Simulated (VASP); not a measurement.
Write the native input for VASP 6.6.1 that does the following.

```
Task                   : single point
Functional             : PBE
Potentials or basis    : VASP PAW PBE potentials, release 64 (Sn_d, Se)
Cutoff                 : 520 eV
k mesh                 : 8 × 8 × 4
Occupations            : gaussian, width 0.02 eV
Spin                   : no spin polarisation
Dipole correction      : no
Further INCAR settings : ALGO = Normal; EDIFF = 1e-07; NBANDS = 20
```

The structure of SnSe2 lies in POSCAR:

```
SnSe2
1.0
    3.8653764037      0.0028422189     -0.0036751156
    1.9298280815      3.3483774814      0.0942722771
    1.8651077197      0.8341706476      6.7697416943
Sn Se
1 2
Direct
    0.0000000000      0.0000000000      0.0000000000
    0.7438695637      0.7390182069      0.7639737520
    0.2561304363      0.2609817931      0.2360262480
```

These files were run (other wordings do the same):

INCAR

```
PREC = Accurate
ENCUT = 520
EDIFF = 1E-7
ISMEAR = 0
SIGMA = 0.02
LREAL = False
LASPH = True
NELM = 80
ALGO = Normal
ISIF = 2
LWAVE = False
LCHARG = False
GGA = PE
NBANDS = 20
```

KPOINTS

```
regular mesh
0
Gamma
  8 8 4
```

Potentials or basis: VASP PAW PBE potentials, release 64 (Sn_d, Se).

Launch:

```console
$ cat potpaw_PBE.64/Sn_d/POTCAR potpaw_PBE.64/Se/POTCAR > POTCAR
$ mpirun -np 1 vasp_std > vasp.out
```

It gave:

The pressure is 0.4 GPa, the largest force is 0.017 eV/Å and the band gap on the k mesh is 0.48 eV (least direct gap 0.76 eV).

Caveat: spin-orbit coupling is left out, which moves the levels of the heavy elements.

Wall time 5.6 min on 1 thread of Intel Xeon 8259CL, on a shared host, peak memory 0.37 GiB.
